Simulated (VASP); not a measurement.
# AlN: single point with PBE

AlN:

```
CELL_PARAMETERS angstrom
0.00000 2.06788 2.06788
2.06788 0.00000 2.06788
2.06788 2.06788 0.00000
ATOMIC_POSITIONS crystal
Al 0.50000 0.50000 0.50000
N 0.00000 0.00000 0.00000
```

| Item | Value |
| --- | --- |
| Program | VASP 6.6.1 |
| Task | single point |
| Functional | PBE |
| Potentials or basis | VASP PAW PBE potentials, release 64 (Al, N) |
| Cutoff | 600 eV |
| k mesh | 6 × 6 × 6 |
| Occupations | gaussian, width 0.1 eV |
| Spin | no spin polarisation |

* Pressure: -11.3 GPa
* Band gap on the k mesh: 3.97 eV, indirect (least direct gap 4.73 eV)

Levels at points of the mesh, in eV from the valence-band top:
```
           k point  band 2  band 3  band 4  band 5  band 6  band 7
(0.00, 0.00, 0.00)    0.00    0.00    0.00    4.73   11.94   11.94
(0.50, 0.00, 0.00)   -7.89   -0.96   -0.96    5.71   10.45   10.45
(0.50, 0.50, 0.00)   -6.94   -2.63   -2.63    3.97    5.40   13.24
```

Wall time 5.1 s on 1 thread of AMD EPYC 7R43 64-Core Processor (Zen 3), with other jobs on the host, peak memory 0.1 GiB.

Caveat: the k points lie up to 0.44 Å⁻¹ apart. A k mesh can miss the band edges.
